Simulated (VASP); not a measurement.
# Ni (Fm-3m) in VASP: single point with PBE

Aim: the single point of Ni with PBE.

Everything below comes from runs of VASP 6.6.1. Logs are shortened: lines on timing, memory, paths and dates and some standing lists are left out, and cuts for length are marked.

## (1) The cell of the first run

Symmetry: Fm-3m, No. 225, cubic system. The conventional cell has a = 3.519 Å, b = 3.519 Å, c = 3.519 Å, α = 90.00°, β = 90.00°, γ = 90.00°. Ni (site symmetry m-3m) has 12 Ni at 2.49 Å within 3.3 Å.

## (2) Single point, PBE, non-collinear spin, typed start, spin-orbit coupling

Input file POSCAR:

```
Ni
1.0
    0.0000000000      1.7592960453      1.7592960453
    1.7592960453      0.0000000000      1.7592960453
    1.7592960453      1.7592960453      0.0000000000
Ni
1
Direct
    0.0000000000      0.0000000000      0.0000000000
```

Input file INCAR.step1:

```
SYSTEM = Ni
PREC = Accurate
ENCUT = 520
EDIFF = 1E-6
ISMEAR = 0
SIGMA = 0.05
LREAL = .False.
LASPH = .True.
NELM = 200
ALGO = Normal
ISIF = 2
LWAVE = .False.
LCHARG = .True.
MAGMOM = 0 0 0.72
LSORBIT = .True.
GGA_COMPAT = .False.
LORBMOM = .True.
LMAXMIX = 4
GGA = PE
NBANDS = 21
NEDOS = 2001
LORBIT = 11
```

Input file KPOINTS.step1:

```
regular mesh
0
Gamma
  20 20 20
  0 0 0
```

Input file INCAR.step2:

```
SYSTEM = Ni
PREC = Accurate
ENCUT = 520
EDIFF = 1E-6
ISMEAR = -5
SIGMA = 0.05
LREAL = .False.
LASPH = .True.
NELM = 200
ALGO = Normal
ISIF = 2
LWAVE = .False.
LCHARG = .False.
MAGMOM = 0 0 0.72
LORBIT = 11
LSORBIT = .True.
GGA_COMPAT = .False.
LORBMOM = .True.
LMAXMIX = 4
GGA = PE
NBANDS = 21
NEDOS = 1001
ICHARG = 11
```

Input file KPOINTS.step2:

```
regular mesh
0
Gamma
  30 30 30
  0 0 0
```

Potentials or basis: VASP PAW PBE potentials, release 64 (Ni).

Launch:

```console
cat potpaw_PBE.64/Ni/POTCAR > POTCAR
cp INCAR.step1 INCAR
cp KPOINTS.step1 KPOINTS
mpirun -np 1 vasp_ncl > vasp.out
cp INCAR.step2 INCAR
cp KPOINTS.step2 KPOINTS
mpirun -np 1 vasp_ncl > vasp.out
```

OUTCAR:

```text
SYSTEM = Ni
   PREC = Accurate
   ENCUT = 520
   EDIFF = 1E-6
   ISMEAR = -5
   LREAL = .False.
   LASPH = .True.
   NELM = 200
   ISIF = 2
   LORBIT = 11
   LSORBIT = .True.
   GGA = PE
   ICHARG = 11

 ion  position               nearest neighbor table
   1  0.000  0.000  0.000-

  LATTYP: Found a face centered cubic cell.
 ALAT       =     3.5185920906

  Lattice vectors:

 A1 = (   0.0000000000,   1.7592960453,   1.7592960453)
 A2 = (   1.7592960453,   0.0000000000,   1.7592960453)
 A3 = (   1.7592960453,   1.7592960453,   0.0000000000)

Analysis of symmetry for initial positions (statically):
=====================================================================
 Subroutine PRICEL returns:
 Original cell was already a primitive cell.

 Routine SETGRP: Setting up the symmetry group for a
 face centered cubic supercell.

 Subroutine GETGRP returns: Found 48 space group operations
 (whereof 48 operations were pure point group operations)
 out of a pool of 48 trial point group operations.

The static configuration has the point symmetry O_h .

Analysis of symmetry for dynamics (positions and initial velocities):
=====================================================================
 Subroutine PRICEL returns:
 Original cell was already a primitive cell.

 Routine SETGRP: Setting up the symmetry group for a
 face centered cubic supercell.

 Subroutine GETGRP returns: Found 48 space group operations
 (whereof 48 operations were pure point group operations)
 out of a pool of 48 trial point group operations.

The dynamic configuration has the point symmetry O_h .

Analysis of structural, dynamic, and magnetic symmetry:
=====================================================================
 Subroutine PRICEL returns:
 Original cell was already a primitive cell.

 Routine SETGRP: Setting up the symmetry group for a
 face centered cubic supercell.

 Subroutine GETGRP returns: Found  8 space group operations
 (whereof  8 operations were pure point group operations)
 out of a pool of 48 trial point group operations.

The overall configuration has the point symmetry C_4h.

 Subroutine INISYM returns: Found  8 space group operations
 (whereof  8 operations are pure point group operations),
 and found     1 'primitive' translations

----------------------------------------------------------------------------------------

                                     Primitive cell

  volume of cell :      10.8905

  direct lattice vectors                    reciprocal lattice vectors
     0.000000000  1.759296045  1.759296045    -0.284204584  0.284204584  0.284204584
     1.759296045  0.000000000  1.759296045     0.284204584 -0.284204584  0.284204584
     1.759296045  1.759296045  0.000000000     0.284204584  0.284204584 -0.284204584

  length of vectors
     2.488020327  2.488020327  2.488020327     0.492256779  0.492256779  0.492256779

  position of ions in fractional coordinates (direct lattice)
     0.000000000  0.000000000  0.000000000

  ion indices of the primitive-cell ions
   primitive index   ion index
                 1           1

----------------------------------------------------------------------------------------

 KPOINTS: regular mesh

Automatic generation of k-mesh.
 Grid dimensions read from file:
 generate k-points for:   30   30   30

 Generating k-lattice:

  Cartesian coordinates                     Fractional coordinates (reciprocal lattice)
    -0.009473486  0.009473486  0.009473486     0.033333333  0.000000000  0.000000000
     0.009473486 -0.009473486  0.009473486     0.000000000  0.033333333  0.000000000
     0.009473486  0.009473486 -0.009473486     0.000000000  0.000000000  0.033333333

  Length of vectors
     0.016408559  0.016408559  0.016408559

  Shift w.r.t. Gamma in fractional coordinates (k-lattice)
     0.000000000  0.000000000  0.000000000

 TETIRR: Found  20659 inequivalent tetrahedra from   162000

 Subroutine IBZKPT returns following result:
 ===========================================

 Found   3504 irreducible k-points:

 Following reciprocal coordinates:
            Coordinates               Weight
  0.000000  0.000000  0.000000      1.000000
  0.033333  0.000000  0.000000      8.000000
  0.066667  0.000000  0.000000      8.000000
  0.100000  0.000000  0.000000      8.000000
  0.133333  0.000000  0.000000      8.000000
  0.166667  0.000000  0.000000      8.000000
[... 16 lines left out ...]
  0.000000  0.100000  0.033333      8.000000
  0.000000  0.033333  0.100000      8.000000
 [... further k-points ...]
   k-points           NKPTS =   3504   k-points in BZ     NKDIM =   3504   number of bands    NBANDS=     21
   number of dos      NEDOS =   1001   number of ions     NIONS =      1
   total plane-waves  NPLWV =   8000
   dimension x,y,z NGX =    20 NGY =   20 NGZ =   20
   dimension x,y,z NGXF=    40 NGYF=   40 NGZF=   40
   ions per type =               1
   NGX,Y,Z   is equivalent  to a cutoff of  13.36, 13.36, 13.36 a.u.
   NGXF,Y,Z  is equivalent  to a cutoff of  26.73, 26.73, 26.73 a.u.
 SYSTEM =  Ni
   PREC   = accura    normal or accurate (medium, high low for compatibility)
   ISTART =      0    job   : 0-new  1-cont  2-samecut
   ICHARG =     11    charge: 1-file 2-atom 10-const
   ISPIN  =      1    spin polarized calculation?
   LNONCOLLINEAR =      T non collinear calculations
   LSORBIT =      T    spin-orbit coupling
   LASPH  =      T    aspherical Exc in radial PAW
   ENCUT  =  520.0 eV  38.22 Ry    6.18 a.u.   4.63  4.63  4.63*2*pi/ulx,y,z
   NELM   =    200;   NELMIN=  2; NELMDL=  0     # of ELM steps
   EDIFF  = 0.1E-05   stopping-criterion for ELM
   LREAL  =      F    real-space projection
   EDIFFG = 0.1E-04   stopping-criterion for IOM
   NSW    =      0    number of steps for IOM
   IBRION =     -1    ionic relax: 0-MD 1-quasi-New 2-CG
   NFREE  =      0    steps in history (QN), initial steepest desc. (CG)
   ISIF   =      2    stress and relaxation
   ISYM   =      2    0-nonsym 1-usesym 2-fastsym
   POTIM  = 0.5000    time-step for ionic-motion
   TEBEG  =    0.0;   TEEND  =   0.0 temperature during run
   PSTRESS=    0.0 pullay stress
   NELECT =      10.0000    total number of electrons
   NUPDOWN=      -1.0000    fix difference up-down
   EMIN   =  10.00;   EMAX   =-10.00  energy-range for DOS
   EFERMI =   0.00;   METHOD = LEGACY
   ISMEAR =    -5;   SIGMA  =   0.05  broadening in eV -4-tet -1-fermi 0-gaus
   EFERMI_NEDOS =   21; number of points for ismear=-14 and -15
   IALGO  =     38    algorithm
   IMIX   =      4    mixing-type and parameters
     AMIX     =   0.40;   BMIX     =  1.00
     AMIX_MAG =   1.60;   BMIX_MAG =  1.00
  volume/ion in A,a.u.               =      10.89        73.49
  Fermi-wavevector in a.u.,A,eV,Ry     =   1.591204  3.006940 34.449008  2.531931
  Thomas-Fermi vector in A             =   2.689781
   LORBIT       =     11    0 simple, 1 ext, 2 COOP (PROOUT), +10 PAW based schemes
   GGA     = PE    functional components
   LHFCALC =     F    Hartree Fock is set to
   AEXX    =    0.0000 exact exchange contribution
   IVDW    =     0    specifies the selected vdW correction
   LEPSILON=     F    determine dielectric tensor
   LRPA    =     F    only Hartree local field effects (RPA)
 Fermi weights with tetrahedron method with Bloechl corrections
  energy-cutoff  :      520.00
  volume of cell :       10.89
 maximum number of plane-waves:       610

 number of electron      10.0000009 magnetization      -0.0000000      0.0000000      0.6293546

 Free energy of the ion-electron system (eV)
  ---------------------------------------------------
  ext. energy  EPLUGINS =         0.00000000
  ---------------------------------------------------
  free energy    TOTEN  =        -5.47975202 eV

  energy without entropy =       -5.47975202  energy(sigma->0) =       -5.47975202

 E-fermi :   9.3747     XC(G=0): -13.2503

 val. band max:        9.3967298164   @ k =  -0.1667   0.2667  -0.1333
 cond. band min:       9.3348522621   @ k =   0.4000   0.3667   0.0333
 fundamental gap:     -0.0618775543
 Fermi energy:         9.3746506323

 k-point     1 :       0.0000    0.0000    0.0000
  band No.  band energies     occupation
      1       0.3285      1.00000
      2       0.3548      1.00000
      3       6.8696      1.00000
      4       6.9085      1.00000
      5       6.9581      1.00000
      6       7.6139      1.00000
[... 13 lines left out ...]
     20      37.0060      0.00000
     21      39.8505      0.00000

 k-point     2 :       0.0333    0.0000    0.0000
  band No.  band energies     occupation
      1       0.3721      1.00000
      2       0.3984      1.00000
      3       6.8706      1.00000
      4       6.9116      1.00000
      5       6.9624      1.00000
      6       7.6149      1.00000
[... 13 lines left out ...]
     20      36.8811      0.00000
     21      40.0430      0.00000

 k-point     3 :       0.0667    0.0000    0.0000
  band No.  band energies     occupation
      1       0.5023      1.00000
      2       0.5285      1.00000
      3       6.8554      1.00000
      4       6.9283      1.00000
      5       6.9846      1.00000
      6       7.6018      1.00000
[... 13 lines left out ...]
     20      36.5958      0.00000
     21      40.4740      0.00000
[... 457 lines left out ...]
 k-point    23 :       0.0000    0.1000    0.0333
  band No.  band energies     occupation
      1       0.6747      1.00000
      2       0.7005      1.00000
      3       6.8098      1.00000
      4       6.9725      1.00000
      5       7.0161      1.00000
      6       7.5535      1.00000
[... 13 lines left out ...]
     20      36.8854      0.00000
     21      40.1327      0.00000

 k-point    24 :       0.0000    0.0333    0.1000
  band No.  band energies     occupation
      1       0.6747      1.00000
      2       0.7005      1.00000
      3       6.8098      1.00000
      4       6.9725      1.00000
      5       7.0161      1.00000
      6       7.5535      1.00000
[... 13 lines left out ...]
     20      36.8854      0.00000
     21      40.1307      0.00000

 [... further k-points ...]

------------------------ aborting loop because EDIFF is reached ----------------------------------------

  FORCE on cell =-STRESS in cart. coord.  units (eV):
  Direction    XX          YY          ZZ          XY          YZ          ZX
  --------------------------------------------------------------------------------------
  -------------------------------------------------------------------------------------
  Total        0.0269118      0.0269118      0.0265024     -0.0000002     -0.0000000     -0.0000000
  in kB        3.9591936      3.9591936      3.8989657     -0.0000284     -0.0000000     -0.0000000
  external PRESSURE =       3.9391176 kB  Pullay stress =       0.0000000 kB

 VOLUME and BASIS-vectors are now :
 -----------------------------------------------------------------------------
  energy-cutoff  :      520.00
  volume of cell :       10.89
      direct lattice vectors                 reciprocal lattice vectors
     0.000000000  1.759296045  1.759296045    -0.284204584  0.284204584  0.284204584
     1.759296045  0.000000000  1.759296045     0.284204584 -0.284204584  0.284204584
     1.759296045  1.759296045  0.000000000     0.284204584  0.284204584 -0.284204584

 POSITION                                       TOTAL-FORCE (eV/Angst)
 -----------------------------------------------------------------------------------
      0.00000      0.00000      0.00000        -0.000000      0.000000      0.000000
 -----------------------------------------------------------------------------------
    total drift:                                0.000000      0.000000      0.000000

  FREE ENERGIE OF THE ION-ELECTRON SYSTEM (eV)
  ---------------------------------------------------
  free  energy   TOTEN  =        -5.4797520218 eV

  energy  without entropy=       -5.4797520218  energy(sigma->0) =       -5.47975202

 orbital moment (x)

 # of ion     p       d       tot
 ----------------------------------------
  1         0.000   0.000   0.000
 ----------------------------------------
            0.000   0.000   0.000

 orbital moment (y)

 # of ion     p       d       tot
 ----------------------------------------
  1         0.000  -0.000  -0.000
 ----------------------------------------
            0.000  -0.000  -0.000

 orbital moment (z)

 # of ion     p       d       tot
 ----------------------------------------
  1         0.000   0.051   0.051
 ----------------------------------------
            0.000   0.051   0.051

 Spin-Orbit-Coupling matrix elements

 Ion:    1  E_soc:     -0.0186763
 l=   1
     0.0000000    -0.0004052    -0.0004036
    -0.0004052     0.0000000    -0.0004052
    -0.0004036    -0.0004052     0.0000000
 l=   2
     0.0000000    -0.0004569     0.0000000    -0.0004569    -0.0023933
    -0.0004569     0.0000000    -0.0016240    -0.0004899    -0.0005396
     0.0000000    -0.0016240     0.0000000    -0.0016240     0.0000000
    -0.0004569    -0.0004899    -0.0016240     0.0000000    -0.0005396
    -0.0023933    -0.0005396     0.0000000    -0.0005396     0.0000000
 l=   3
     0.0000000     0.0000000     0.0000000     0.0000000     0.0000000     0.0000000     0.0000000
     0.0000000     0.0000000     0.0000000     0.0000000     0.0000000     0.0000000     0.0000000
     0.0000000     0.0000000     0.0000000     0.0000000     0.0000000     0.0000000     0.0000000
     0.0000000     0.0000000     0.0000000     0.0000000     0.0000000     0.0000000     0.0000000
     0.0000000     0.0000000     0.0000000     0.0000000     0.0000000     0.0000000     0.0000000
     0.0000000     0.0000000     0.0000000     0.0000000     0.0000000     0.0000000     0.0000000
     0.0000000     0.0000000     0.0000000     0.0000000     0.0000000     0.0000000     0.0000000

 total charge

# of ion       s       p       d       tot
------------------------------------------
    1        0.497   0.497   8.313   9.308

 magnetization (x)

# of ion       s       p       d       tot
------------------------------------------
    1        0.000   0.000   0.000   0.000

 magnetization (y)

# of ion       s       p       d       tot
------------------------------------------
    1        0.000   0.000   0.000   0.000

 magnetization (z)

# of ion       s       p       d       tot
------------------------------------------
    1       -0.006  -0.024   0.669   0.639
```

Wall time 55 min (1 thread of Intel Xeon 8259CL, shared host); peak memory 1.1 GiB.

Results:

* Net moment: 0.63 μB per cell
* Valence electrons inside the program's atomic spheres: Ni 9.31

Moments on the atoms (μB; x, y, z):
```
Ni  0.00 0.00 0.64
```
